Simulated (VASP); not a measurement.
# MgF2 (P4_2/mnm) in VASP: single point with PBE

Aim: the single point of MgF2 with PBE.

Program: VASP 6.6.1. These are calculated values, not measurements. Logs are shortened: lines on timing, memory, paths and dates and some standing lists are left out, and cuts for length are marked.

## 1. The cell of the first run

Symmetry: P4_2/mnm, No. 136, tetragonal system. Conventional cell: a = 4.625 Å, b = 4.625 Å, c = 3.052 Å, α = 90.00°, β = 90.00°, γ = 90.00°. Mg (site symmetry mmm) has 6 F at 1.98 to 2.00 Å within 2.6 Å. Within 2.6 Å of F (site symmetry m2m) lie 3 Mg at 1.98 to 2.00 Å and 1 F at 2.58 Å.

## 2. Single point, PBE

INCAR

```
SYSTEM = MgF2
ALGO = Normal
EDIFF = 1E-6
ENCUT = 840
GGA = PE
GGA_COMPAT = .False.
ISIF = 2
ISMEAR = 0
LASPH = .True.
LCHARG = .False.
LREAL = .False.
LWAVE = .False.
NBANDS = 33
NELM = 120
PREC = Accurate
SIGMA = 0.02
```

KPOINTS

```
k-points
0
Gamma
  4 4 6
  0 0 0
```

POSCAR

```
MgF2
1.0
    4.6250000000      0.0000000000      0.0000000000
    0.0000000000      4.6250000000      0.0000000000
    0.0000000000      0.0000000000      3.0520000000
Mg F
2 4
Direct
    0.0000000000      0.0000000000      0.0000000000
    0.5000000000      0.5000000000      0.5000000000
    0.3030000000      0.3030000000      0.0000000000
    0.1970000000      0.8030000000      0.5000000000
    0.6970000000      0.6970000000      0.0000000000
    0.8030000000      0.1970000000      0.5000000000
```

Potentials or basis: VASP PAW PBE potentials, release 64 (Mg_sv, F).

The run is started by

```console
$ cat potpaw_PBE.64/Mg_sv/POTCAR potpaw_PBE.64/F/POTCAR > POTCAR
$ mpirun -np 1 vasp_std > vasp.out
```

OUTCAR:

```text
SYSTEM = MgF2
   EDIFF = 1E-6
   ENCUT = 840
   GGA = PE
   ISIF = 2
   ISMEAR = 0
   LASPH = .True.
   LREAL = .False.
   NELM = 120
   PREC = Accurate

 ion  position               nearest neighbor table
   1  0.000  0.000  0.000-   3 1.98   5 1.98   4 2.00   6 2.00   4 2.00   6 2.00
   2  0.500  0.500  0.500-   4 1.98   6 1.98   5 2.00   3 2.00   3 2.00   5 2.00
   3  0.303  0.303  0.000-   1 1.98   2 2.00   2 2.00
   4  0.197  0.803  0.500-   2 1.98   1 2.00   1 2.00
   5  0.697  0.697  0.000-   1 1.98   2 2.00   2 2.00
   6  0.803  0.197  0.500-   2 1.98   1 2.00   1 2.00

  LATTYP: Found a simple tetragonal cell.
 ALAT       =     4.6250000000
 C/A-ratio  =     0.6598918919

  Lattice vectors:

 A1 = (   4.6250000000,   0.0000000000,   0.0000000000)
 A2 = (   0.0000000000,   4.6250000000,   0.0000000000)
 A3 = (   0.0000000000,   0.0000000000,   3.0520000000)

Analysis of symmetry for initial positions (statically):
=====================================================================
 Subroutine PRICEL returns:
 Original cell was already a primitive cell.

 Routine SETGRP: Setting up the symmetry group for a
 simple tetragonal supercell.

 Subroutine GETGRP returns: Found 16 space group operations
 (whereof  8 operations were pure point group operations)
 out of a pool of 16 trial point group operations.

The static configuration has the point symmetry D_2h.
 The point group associated with its full space group is D_4h.

Analysis of symmetry for dynamics (positions and initial velocities):
=====================================================================
 Subroutine PRICEL returns:
 Original cell was already a primitive cell.

 Routine SETGRP: Setting up the symmetry group for a
 simple tetragonal supercell.

 Subroutine GETGRP returns: Found 16 space group operations
 (whereof  8 operations were pure point group operations)
 out of a pool of 16 trial point group operations.

The dynamic configuration has the point symmetry D_2h.
 The point group associated with its full space group is D_4h.

 Subroutine INISYM returns: Found 16 space group operations
 (whereof  8 operations are pure point group operations),
 and found     1 'primitive' translations

----------------------------------------------------------------------------------------

                                     Primitive cell

  volume of cell :      65.2842

  direct lattice vectors                    reciprocal lattice vectors
     4.625000000  0.000000000  0.000000000     0.216216216  0.000000000  0.000000000
     0.000000000  4.625000000  0.000000000     0.000000000  0.216216216  0.000000000
     0.000000000  0.000000000  3.052000000     0.000000000  0.000000000  0.327653997

  length of vectors
     4.625000000  4.625000000  3.052000000     0.216216216  0.216216216  0.327653997

  position of ions in fractional coordinates (direct lattice)
     0.000000000  0.000000000  0.000000000
     0.500000000  0.500000000  0.500000000
     0.303000000  0.303000000  0.000000000
     0.197000000  0.803000000  0.500000000
     0.697000000  0.697000000  0.000000000
     0.803000000  0.197000000  0.500000000

  ion indices of the primitive-cell ions
   primitive index   ion index
                 1           1
                 2           2
                 3           3
                 4           4
                 5           5
                 6           6

----------------------------------------------------------------------------------------

 KPOINTS: k-points

Automatic generation of k-mesh.
 Grid dimensions read from file:
 generate k-points for:    4    4    6

 Generating k-lattice:

  Cartesian coordinates                     Fractional coordinates (reciprocal lattice)
     0.054054054  0.000000000  0.000000000     0.250000000  0.000000000  0.000000000
     0.000000000  0.054054054  0.000000000     0.000000000  0.250000000  0.000000000
     0.000000000  0.000000000  0.054609000     0.000000000  0.000000000  0.166666667

  Length of vectors
     0.054054054  0.054054054  0.054609000

  Shift w.r.t. Gamma in fractional coordinates (k-lattice)
     0.000000000  0.000000000  0.000000000

 Subroutine IBZKPT returns following result:
 ===========================================

 Found     24 irreducible k-points:

 Following reciprocal coordinates:
            Coordinates               Weight
  0.000000  0.000000  0.000000      1.000000
  0.250000  0.000000  0.000000      4.000000
  0.500000  0.000000  0.000000      2.000000
  0.250000  0.250000  0.000000      4.000000
  0.500000  0.250000  0.000000      4.000000
  0.500000  0.500000  0.000000      1.000000
[... 16 lines left out ...]
  0.500000  0.250000  0.500000      4.000000
  0.500000  0.500000  0.500000      1.000000
   k-points           NKPTS =     24   k-points in BZ     NKDIM =     24   number of bands    NBANDS=     33
   number of dos      NEDOS =    301   number of ions     NIONS =      6
   total plane-waves  NPLWV =  69120
   dimension x,y,z NGX =    48 NGY =   48 NGZ =   30
   dimension x,y,z NGXF=    96 NGYF=   96 NGZF=   60
   ions per type =               2   4
   NGX,Y,Z   is equivalent  to a cutoff of  17.25, 17.25, 16.34 a.u.
   NGXF,Y,Z  is equivalent  to a cutoff of  34.51, 34.51, 32.68 a.u.
 SYSTEM =  MgF2
   PREC   = accura    normal or accurate (medium, high low for compatibility)
   ISTART =      0    job   : 0-new  1-cont  2-samecut
   ICHARG =      2    charge: 1-file 2-atom 10-const
   ISPIN  =      1    spin polarized calculation?
   LNONCOLLINEAR =      F non collinear calculations
   LSORBIT =      F    spin-orbit coupling
   LASPH  =      T    aspherical Exc in radial PAW
   ENCUT  =  840.0 eV  61.74 Ry    7.86 a.u.  10.93 10.93  7.21*2*pi/ulx,y,z
   NELM   =    120;   NELMIN=  2; NELMDL= -5     # of ELM steps
   EDIFF  = 0.1E-05   stopping-criterion for ELM
   LREAL  =      F    real-space projection
   EDIFFG = 0.1E-04   stopping-criterion for IOM
   NSW    =      0    number of steps for IOM
   IBRION =     -1    ionic relax: 0-MD 1-quasi-New 2-CG
   NFREE  =      0    steps in history (QN), initial steepest desc. (CG)
   ISIF   =      2    stress and relaxation
   ISYM   =      2    0-nonsym 1-usesym 2-fastsym
   POTIM  = 0.5000    time-step for ionic-motion
   TEBEG  =    0.0;   TEEND  =   0.0 temperature during run
   PSTRESS=    0.0 pullay stress
   NELECT =      48.0000    total number of electrons
   NUPDOWN=      -1.0000    fix difference up-down
   EMIN   =  10.00;   EMAX   =-10.00  energy-range for DOS
   EFERMI =   0.00;   METHOD = LEGACY
   ISMEAR =     0;   SIGMA  =   0.02  broadening in eV -4-tet -1-fermi 0-gaus
   EFERMI_NEDOS =   21; number of points for ismear=-14 and -15
   IALGO  =     38    algorithm
   IMIX   =      4    mixing-type and parameters
     AMIX     =   0.40;   BMIX     =  1.00
     AMIX_MAG =   1.60;   BMIX_MAG =  1.00
  volume/ion in A,a.u.               =      10.88        73.43
  Fermi-wavevector in a.u.,A,eV,Ry     =   1.477585  2.792231 29.705035  2.183258
  Thomas-Fermi vector in A             =   2.591971
   LORBIT       =      0    0 simple, 1 ext, 2 COOP (PROOUT), +10 PAW based schemes
   GGA     = PE    functional components
   LHFCALC =     F    Hartree Fock is set to
   AEXX    =    0.0000 exact exchange contribution
   IVDW    =     0    specifies the selected vdW correction
   LEPSILON=     F    determine dielectric tensor
   LRPA    =     F    only Hartree local field effects (RPA)
 non-spin polarized calculation
 Gauss-broadening in eV      SIGMA  =   0.02
  energy-cutoff  :      840.00
  volume of cell :       65.28
 maximum number of plane-waves:      3628
 NGX is ok and might be reduce to    48
   NGX = 21   NGY = 21   NGZ = 15

 number of electron      48.0000013 magnetization

 Free energy of the ion-electron system (eV)
  ---------------------------------------------------
  ext. energy  EPLUGINS =         0.00000000
  ---------------------------------------------------
  free energy    TOTEN  =       -31.44495644 eV

  energy without entropy =      -31.44495644  energy(sigma->0) =      -31.44495644

 E-fermi :  -1.1290     XC(G=0):  -9.9061

 val. band max:       -1.3700678320   @ k =   0.0000   0.0000   0.0000
 cond. band min:       5.7471107588   @ k =   0.0000   0.0000   0.0000
 fundamental gap:      7.1171785909
 Fermi energy:        -1.1289806134

 k-point     1 :       0.0000    0.0000    0.0000
  band No.  band energies     occupation
      1     -72.1615      2.00000
      2     -72.1601      2.00000
      3     -38.9433      2.00000
      4     -38.9433      2.00000
      5     -38.9165      2.00000
      6     -38.9165      2.00000
[... 25 lines left out ...]
     32      17.1756      0.00000
     33      17.1756      0.00000

 k-point     2 :       0.2500    0.0000    0.0000
  band No.  band energies     occupation
      1     -72.1612      2.00000
      2     -72.1603      2.00000
      3     -38.9419      2.00000
      4     -38.9418      2.00000
      5     -38.9181      2.00000
      6     -38.9180      2.00000
[... 25 lines left out ...]
     32      16.6907      0.00000
     33      17.2720      0.00000

 k-point     3 :       0.5000    0.0000    0.0000
  band No.  band energies     occupation
      1     -72.1608      2.00000
      2     -72.1608      2.00000
      3     -38.9401      2.00000
      4     -38.9401      2.00000
      5     -38.9198      2.00000
      6     -38.9198      2.00000
[... 25 lines left out ...]
     32      16.2604      0.00000
     33      17.1103      0.00000

 k-point     4 :       0.2500    0.2500    0.0000
  band No.  band energies     occupation
      1     -72.1612      2.00000
      2     -72.1605      2.00000
      3     -38.9437      2.00000
      4     -38.9402      2.00000
      5     -38.9199      2.00000
      6     -38.9163      2.00000
[... 25 lines left out ...]
     32      17.0125      0.00000
     33      17.1045      0.00000

 k-point     5 :       0.5000    0.2500    0.0000
  band No.  band energies     occupation
      1     -72.1608      2.00000
      2     -72.1608      2.00000
      3     -38.9423      2.00000
      4     -38.9423      2.00000
      5     -38.9178      2.00000
      6     -38.9178      2.00000
[... 604 lines left out ...]
 k-point    22 :       0.2500    0.2500    0.5000
  band No.  band energies     occupation
      1     -72.1585      2.00000
      2     -72.1585      2.00000
      3     -38.9578      2.00000
      4     -38.9565      2.00000
      5     -38.9298      2.00000
      6     -38.9296      2.00000
[... 25 lines left out ...]
     32      15.1667      0.00000
     33      15.4899      0.00000

 k-point    23 :       0.5000    0.2500    0.5000
  band No.  band energies     occupation
      1     -72.1586      2.00000
      2     -72.1586      2.00000
      3     -38.9572      2.00000
      4     -38.9572      2.00000
      5     -38.9297      2.00000
      6     -38.9297      2.00000
[... 25 lines left out ...]
     32      14.2696      0.00000
     33      16.1115      0.00000

 k-point    24 :       0.5000    0.5000    0.5000
  band No.  band energies     occupation
      1     -72.1585      2.00000
      2     -72.1585      2.00000
      3     -38.9563      2.00000
      4     -38.9563      2.00000
      5     -38.9299      2.00000
      6     -38.9299      2.00000
[... 25 lines left out ...]
     32      13.7249      0.00000
     33      16.7195      0.00000

------------------------ aborting loop because EDIFF is reached ----------------------------------------

  FORCE on cell =-STRESS in cart. coord.  units (eV):
  Direction    XX          YY          ZZ          XY          YZ          ZX
  --------------------------------------------------------------------------------------
  -------------------------------------------------------------------------------------
  Total        1.7935183      1.7935183      1.9912728     -0.0000000      0.0000000      0.0000000
  in kB       44.0157780     44.0157780     48.8689878     -0.0000000      0.0000000      0.0000000
  external PRESSURE =      45.6335146 kB  Pullay stress =       0.0000000 kB

 VOLUME and BASIS-vectors are now :
 -----------------------------------------------------------------------------
  energy-cutoff  :      840.00
  volume of cell :       65.28
      direct lattice vectors                 reciprocal lattice vectors
     4.625000000  0.000000000  0.000000000     0.216216216  0.000000000  0.000000000
     0.000000000  4.625000000  0.000000000     0.000000000  0.216216216  0.000000000
     0.000000000  0.000000000  3.052000000     0.000000000  0.000000000  0.327653997

 POSITION                                       TOTAL-FORCE (eV/Angst)
 -----------------------------------------------------------------------------------
      0.00000      0.00000      0.00000         0.000000      0.000000     -0.000000
      2.31250      2.31250      1.52600         0.000000      0.000000     -0.000000
      1.40137      1.40137      0.00000        -0.023089     -0.023089      0.000000
      0.91113      3.71387      1.52600         0.023089     -0.023089      0.000000
      3.22363      3.22363      0.00000         0.023089      0.023089     -0.000000
      3.71387      0.91113      1.52600        -0.023089      0.023089     -0.000000
 -----------------------------------------------------------------------------------
    total drift:                               -0.000000      0.000000     -0.000000

  FREE ENERGIE OF THE ION-ELECTRON SYSTEM (eV)
  ---------------------------------------------------
  free  energy   TOTEN  =       -31.4449564372 eV

  energy  without entropy=      -31.4449564372  energy(sigma->0) =      -31.44495644
```

It took 69 s on 1 thread of Intel Xeon Platinum 8259CL at 2.50GHz (Skylake/Cascade Lake), shared host; peak memory 0.27 GiB.

What came out:

```yaml
Free_energy: -31.4450 eV
Pressure: 4.6 GPa
Largest_force: 0.033 eV/Å
Band_gap_on_the_k_mesh: 7.12 eV
```

Forces in eV/Å, atoms in the order of the input:
```
Mg   0.000  0.000  0.000
Mg   0.000  0.000  0.000
F   -0.023 -0.023  0.000
F    0.023 -0.023  0.000
F    0.023  0.023  0.000
F   -0.023  0.023  0.000
```

Levels at points of the mesh, in eV from the valence-band top:
```
           k point  band 21  band 22  band 23  band 24  band 25  band 26  band 27  band 28
(0.00, 0.00, 0.00)    -0.72    -0.32    -0.32     0.00     7.12    12.27    12.27    13.77
(0.50, 0.00, 0.00)    -0.98    -0.98    -0.38    -0.38     9.52     9.52    13.53    13.53
(0.50, 0.50, 0.00)    -0.94    -0.94    -0.77    -0.77    11.24    11.24    11.31    11.31
(0.00, 0.00, 0.50)    -1.15    -1.15    -0.85    -0.85    11.86    11.86    14.98    14.98
(0.50, 0.00, 0.50)    -0.73    -0.73    -0.66    -0.66    12.77    12.77    13.49    13.49
(0.50, 0.50, 0.50)    -0.61    -0.61    -0.48    -0.48    13.34    13.34    13.34    13.34
```

Caveat: the cell stands under pressure.
